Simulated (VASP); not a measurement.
# Ni (Pm-3m) in VASP: single point with PBE

Aim: the single point of Ni with PBE.

Everything below comes from runs of VASP 6.6.1. Logs are shortened: lines on timing, memory, paths and dates and some standing lists are left out, and cuts for length are marked.

**1. The cell of the first run**

The structure is cubic, space group Pm-3m (No. 221). Conventional cell: a = 2.370 Å, b = 2.370 Å, c = 2.370 Å, α = 90.00°, β = 90.00°, γ = 90.00°. Ni (site symmetry m-3m) has 6 Ni at 2.37 Å within 3.1 Å.

**2. Single point, PBE**

Contents of INCAR:

```
PREC = Accurate ; ENCUT = 520
EDIFF = 1E-6 ; ISMEAR = -1
SIGMA = 0.06122561905347299 ; LREAL = False
LASPH = True ; NELM = 100
ALGO = Normal ; ISIF = 2
LWAVE = False ; LCHARG = True
GGA = PE ; LELF = True
LVHAR = True ; NBANDS = 11
```

Contents of KPOINTS:

```
Automatic mesh
0
Gamma
  46 46 46
```

Contents of POSCAR:

```
Ni
1.0
    2.3704219845      0.0000000000      0.0000000000
    0.0000000000      2.3704219845      0.0000000000
    0.0000000000      0.0000000000      2.3704219845
Ni
1
Direct
    0.0000000000      0.0000000000      0.0000000000
```

Potentials or basis: VASP PAW PBE potentials, release 64 (Ni).

Command:

```sh
> cat potpaw_PBE.64/Ni/POTCAR > POTCAR
> mpirun -np 1 vasp_std > vasp.out
```

OUTCAR:

```text
PREC = Accurate
   ENCUT = 520
   EDIFF = 1E-6
   ISMEAR = -1
   LREAL = False
   LASPH = True
   NELM = 100
   ISIF = 2
   GGA = PE

 ion  position               nearest neighbor table
   1  0.000  0.000  0.000-

  LATTYP: Found a simple cubic cell.
 ALAT       =     2.3704219845

  Lattice vectors:

 A1 = (   2.3704219845,   0.0000000000,   0.0000000000)
 A2 = (   0.0000000000,   2.3704219845,   0.0000000000)
 A3 = (   0.0000000000,   0.0000000000,   2.3704219845)

Analysis of symmetry for initial positions (statically):
=====================================================================
 Subroutine PRICEL returns:
 Original cell was already a primitive cell.

 Routine SETGRP: Setting up the symmetry group for a
 simple cubic supercell.

 Subroutine GETGRP returns: Found 48 space group operations
[... 9 lines left out ...]

 Routine SETGRP: Setting up the symmetry group for a
 simple cubic supercell.

 Subroutine GETGRP returns: Found 48 space group operations
[... 11 lines left out ...]
                                     Primitive cell

  volume of cell :      13.3192

  direct lattice vectors                    reciprocal lattice vectors
     2.370421985  0.000000000  0.000000000     0.421865814  0.000000000  0.000000000
     0.000000000  2.370421985  0.000000000     0.000000000  0.421865814  0.000000000
     0.000000000  0.000000000  2.370421985     0.000000000  0.000000000  0.421865814

  length of vectors
     2.370421985  2.370421985  2.370421985     0.421865814  0.421865814  0.421865814

  position of ions in fractional coordinates (direct lattice)
     0.000000000  0.000000000  0.000000000

  ion indices of the primitive-cell ions
   primitive index   ion index
                 1           1

----------------------------------------------------------------------------------------

 KPOINTS: Automatic mesh

Automatic generation of k-mesh.
 Grid dimensions read from file:
 generate k-points for:   46   46   46

 Generating k-lattice:

  Cartesian coordinates                     Fractional coordinates (reciprocal lattice)
     0.009170996  0.000000000  0.000000000     0.021739130  0.000000000  0.000000000
     0.000000000  0.009170996  0.000000000     0.000000000  0.021739130  0.000000000
     0.000000000  0.000000000  0.009170996     0.000000000  0.000000000  0.021739130

  Length of vectors
     0.009170996  0.009170996  0.009170996

  Shift w.r.t. Gamma in fractional coordinates (k-lattice)
     0.000000000  0.000000000  0.000000000

 Subroutine IBZKPT returns following result:
 ===========================================

 Found   2600 irreducible k-points:

 Following reciprocal coordinates:
            Coordinates               Weight
  0.000000  0.000000  0.000000      1.000000
  0.021739  0.000000  0.000000      6.000000
  0.043478  0.000000  0.000000      6.000000
  0.065217  0.000000  0.000000      6.000000
  0.086957  0.000000  0.000000      6.000000
  0.108696  0.000000  0.000000      6.000000
[... 16 lines left out ...]
  0.478261  0.000000  0.000000      6.000000
  0.500000  0.000000  0.000000      3.000000
 [... further k-points ...]
   k-points           NKPTS =   2600   k-points in BZ     NKDIM =   2600   number of bands    NBANDS=     11
   number of dos      NEDOS =    301   number of ions     NIONS =      1
   total plane-waves  NPLWV =   5832
   dimension x,y,z NGX =    18 NGY =   18 NGZ =   18
   dimension x,y,z NGXF=    36 NGYF=   36 NGZF=   36
   ions per type =               1
   NGX,Y,Z   is equivalent  to a cutoff of  12.62, 12.62, 12.62 a.u.
   NGXF,Y,Z  is equivalent  to a cutoff of  25.25, 25.25, 25.25 a.u.
 SYSTEM =  unknown system
   PREC   = accura    normal or accurate (medium, high low for compatibility)
   ISTART =      0    job   : 0-new  1-cont  2-samecut
   ICHARG =      2    charge: 1-file 2-atom 10-const
   ISPIN  =      1    spin polarized calculation?
   LNONCOLLINEAR =      F non collinear calculations
   LSORBIT =      F    spin-orbit coupling
   LASPH  =      T    aspherical Exc in radial PAW
   ENCUT  =  520.0 eV  38.22 Ry    6.18 a.u.   4.41  4.41  4.41*2*pi/ulx,y,z
   NELM   =    100;   NELMIN=  2; NELMDL= -5     # of ELM steps
   EDIFF  = 0.1E-05   stopping-criterion for ELM
   LREAL  =      F    real-space projection
   EDIFFG = 0.1E-04   stopping-criterion for IOM
   NSW    =      0    number of steps for IOM
   IBRION =     -1    ionic relax: 0-MD 1-quasi-New 2-CG
   NFREE  =      0    steps in history (QN), initial steepest desc. (CG)
   ISIF   =      2    stress and relaxation
   ISYM   =      2    0-nonsym 1-usesym 2-fastsym
   POTIM  = 0.5000    time-step for ionic-motion
   TEBEG  =    0.0;   TEEND  =   0.0 temperature during run
   PSTRESS=    0.0 pullay stress
   NELECT =      10.0000    total number of electrons
   NUPDOWN=      -1.0000    fix difference up-down
   EMIN   =  10.00;   EMAX   =-10.00  energy-range for DOS
   EFERMI =   0.00;   METHOD = LEGACY
   ISMEAR =    -1;   SIGMA  =   0.06  broadening in eV -4-tet -1-fermi 0-gaus
   EFERMI_NEDOS =   21; number of points for ismear=-14 and -15
   IALGO  =     38    algorithm
   IMIX   =      4    mixing-type and parameters
     AMIX     =   0.40;   BMIX     =  1.00
     AMIX_MAG =   1.60;   BMIX_MAG =  1.00
  volume/ion in A,a.u.               =      13.32        89.88
  Fermi-wavevector in a.u.,A,eV,Ry     =   1.487930  2.811780 30.122423  2.213936
  Thomas-Fermi vector in A             =   2.601029
   LORBIT       =      0    0 simple, 1 ext, 2 COOP (PROOUT), +10 PAW based schemes
   GGA     = PE    functional components
   LHFCALC =     F    Hartree Fock is set to
   AEXX    =    0.0000 exact exchange contribution
   IVDW    =     0    specifies the selected vdW correction
   LEPSILON=     F    determine dielectric tensor
   LRPA    =     F    only Hartree local field effects (RPA)
 non-spin polarized calculation
  energy-cutoff  :      520.00
  volume of cell :       13.32
 maximum number of plane-waves:       370
 NGX is ok and might be reduce to    18
   NGX =  9   NGY =  9   NGZ =  9

 number of electron      10.0000000 magnetization

 number of electron       9.9999988 magnetization

 Free energy of the ion-electron system (eV)
  ---------------------------------------------------
  ext. energy  EPLUGINS =         0.00000000
  ---------------------------------------------------
  free energy    TOTEN  =        -4.75362592 eV

  energy without entropy =       -4.71986023  energy(sigma->0) =       -4.73674307

 E-fermi :   6.7013     XC(G=0): -12.0026

 val. band max:        6.7008596436   @ k =   0.0870   0.0870   0.0000
 cond. band min:       6.7014270217   @ k =   0.5000   0.4783   0.3478
 fundamental gap:      0.0005673781
 Fermi energy:         6.7013337577

 k-point     1 :       0.0000    0.0000    0.0000
  band No.  band energies     occupation
      1      -0.8340      2.00000
      2       3.6876      2.00000
      3       3.6876      2.00000
      4       6.7575      0.57074
      5       6.7575      0.57074
      6       6.7575      0.57074
      7      25.5879      0.00000
      8      25.5879      0.00000
      9      25.5879      0.00000
     10      29.2737      0.00000
     11      29.2737      0.00000

 k-point     2 :       0.0217    0.0000    0.0000
  band No.  band energies     occupation
      1      -0.8205      2.00000
      2       3.6894      2.00000
      3       3.6933      2.00000
      4       6.7527      0.60385
      5       6.7527      0.60385
      6       6.7579      0.56816
      7      25.3446      0.00000
      8      25.6061      0.00000
      9      25.6061      0.00000
     10      29.2775      0.00000
     11      29.4723      0.00000

 k-point     3 :       0.0435    0.0000    0.0000
  band No.  band energies     occupation
      1      -0.7802      2.00000
      2       3.6948      2.00000
      3       3.7105      2.00000
      4       6.7381      0.70851
      5       6.7381      0.70851
      6       6.7591      0.56046
      7      24.7406      0.00000
      8      25.6603      0.00000
      9      25.6603      0.00000
     10      29.2889      0.00000
     11      29.9281      0.00000

 k-point     4 :       0.0652    0.0000    0.0000
  band No.  band energies     occupation
      1      -0.7132      2.00000
      2       3.7036      2.00000
      3       3.7389      2.00000
      4       6.7142      0.89527
      5       6.7142      0.89527
      6       6.7610      0.54792
      7      23.9588      0.00000
      8      25.7505      0.00000
      9      25.7505      0.00000
     10      29.3080      0.00000
     11      30.4245      0.00000

 k-point     5 :       0.0870    0.0000    0.0000
  band No.  band energies     occupation
      1      -0.6198      2.00000
      2       3.7158      2.00000
      3       3.7783      2.00000
      4       6.6816      1.16008
      5       6.6816      1.16008
      6       6.7636      0.53097
      7      23.0997      0.00000
      8      25.8758      0.00000
      9      25.8758      0.00000
     10      29.3348      0.00000
     11      30.8390      0.00000

 k-point     6 :       0.1087    0.0000    0.0000
  band No.  band energies     occupation
      1      -0.5007      2.00000
      2       3.7311      2.00000
      3       3.8283      2.00000
      4       6.6409      1.45676
      5       6.6409      1.45676
      6       6.7669      0.51019
      7      22.2091      0.00000
      8      26.0357      0.00000
      9      26.0357      0.00000
     10      29.3692      0.00000
     11      31.1435      0.00000

 k-point     7 :       0.1304    0.0000    0.0000
  band No.  band energies     occupation
      1      -0.3566      2.00000
      2       3.7493      2.00000
      3       3.8885      2.00000
      4       6.5933      1.70775
      5       6.5933      1.70775
      6       6.7709      0.48630
      7      21.3095      0.00000
      8      26.2292      0.00000
      9      26.2292      0.00000
     10      29.4115      0.00000
     11      31.3613      0.00000

 k-point     8 :       0.1522    0.0000    0.0000
  band No.  band energies     occupation
      1      -0.1882      2.00000
      2       3.7700      2.00000
      3       3.9584      2.00000
      4       6.5396      1.86708
      5       6.5396      1.86707
      6       6.7753      0.46006
      7      20.4127      0.00000
      8      26.4551      0.00000
      9      26.4551      0.00000
     10      29.4614      0.00000
     11      31.5236      0.00000
[... 141 lines left out ...]
 k-point    19 :       0.3913    0.0000    0.0000
  band No.  band energies     occupation
      1       2.6025      2.00000
      2       4.0414      2.00000
      3       5.2788      2.00000
      4       5.8959      2.00000
      5       5.8959      2.00000
      6       6.8323      0.21061
      7      11.9650      0.00000
      8      30.4295      0.00000
      9      30.6798      0.00000
     10      30.6798      0.00000
     11      32.4844      0.00000

 k-point    20 :       0.4130    0.0000    0.0000
  band No.  band energies     occupation
      1       2.8147      2.00000
      2       4.0576      2.00000
      3       5.4511      2.00000
      4       5.8606      2.00000
      5       5.8606      2.00000
      6       6.8357      0.20059
      7      11.4298      0.00000
      8      30.5219      0.00000
      9      31.1640      0.00000
     10      31.1640      0.00000
     11      32.5368      0.00000

 k-point    21 :       0.4348    0.0000    0.0000
  band No.  band energies     occupation
      1       2.9869      2.00000
      2       4.0706      2.00000
      3       5.6208      2.00000
      4       5.8326      2.00000
      5       5.8326      2.00000
      6       6.8383      0.19286
      7      10.9722      0.00000
      8      30.6016      0.00000
      9      31.6378      0.00000
     10      31.6378      0.00000
     11      32.5795      0.00000

 k-point    22 :       0.4565    0.0000    0.0000
  band No.  band energies     occupation
      1       3.1132      2.00000
      2       4.0800      2.00000
      3       5.7705      2.00000
      4       5.8123      2.00000
      5       5.8123      2.00000
      6       6.8403      0.18739
      7      10.6142      0.00000
      8      30.6635      0.00000
      9      32.0733      0.00000
     10      32.0733      0.00000
     11      32.6112      0.00000

 k-point    23 :       0.4783    0.0000    0.0000
  band No.  band energies     occupation
      1       3.1901      2.00000
      2       4.0857      2.00000
      3       5.8000      2.00000
      4       5.8000      2.00000
      5       5.8763      2.00000
      6       6.8415      0.18414
      7      10.3827      0.00000
      8      30.7028      0.00000
      9      32.4106      0.00000
     10      32.4106      0.00000
     11      32.6306      0.00000

 k-point    24 :       0.5000    0.0000    0.0000
  band No.  band energies     occupation
      1       3.2159      2.00000
      2       4.0877      2.00000
      3       5.7959      2.00000
      4       5.7959      2.00000
      5       5.9149      1.99999
      6       6.8419      0.18306
      7      10.3021      0.00000
      8      30.7164      0.00000
      9      32.5459      0.00000
     10      32.5459      0.00000
     11      32.6372      0.00000

 [... further k-points ...]
[... 5 lines left out ...]
  --------------------------------------------------------------------------------------
  -------------------------------------------------------------------------------------
  Total       -0.6142466     -0.6142466     -0.6142466     -0.0000000      0.0000000      0.0000000
  in kB      -73.8884097    -73.8884097    -73.8884097     -0.0000000      0.0000000      0.0000000
  external PRESSURE =     -73.8884097 kB  Pullay stress =       0.0000000 kB

 VOLUME and BASIS-vectors are now :
 -----------------------------------------------------------------------------
  energy-cutoff  :      520.00
  volume of cell :       13.32
      direct lattice vectors                 reciprocal lattice vectors
     2.370421985  0.000000000  0.000000000     0.421865814  0.000000000  0.000000000
     0.000000000  2.370421985  0.000000000     0.000000000  0.421865814  0.000000000
     0.000000000  0.000000000  2.370421985     0.000000000  0.000000000  0.421865814

 POSITION                                       TOTAL-FORCE (eV/Angst)
 -----------------------------------------------------------------------------------
      0.00000      0.00000      0.00000         0.000000      0.000000      0.000000
 -----------------------------------------------------------------------------------
    total drift:                                0.000000      0.000000     -0.000000

  FREE ENERGIE OF THE ION-ELECTRON SYSTEM (eV)
  ---------------------------------------------------
  free  energy   TOTEN  =        -4.7536259165 eV

  energy  without entropy=       -4.7198602318  energy(sigma->0) =       -4.73674307
```

Wall time 4.7 min (1 thread of AMD EPYC 7R43 (Zen 3), shared host); peak memory 0.41 GiB.

What came out:

- Free energy: -4.7536 eV
- Pressure: -7.4 GPa
- Band gap on the k mesh: zero (band 5 reaches 7.46 eV, above the bottom of band 6 at 6.29 eV)

Caveat: the run has no spin polarisation, though such a crystal can be magnetic.
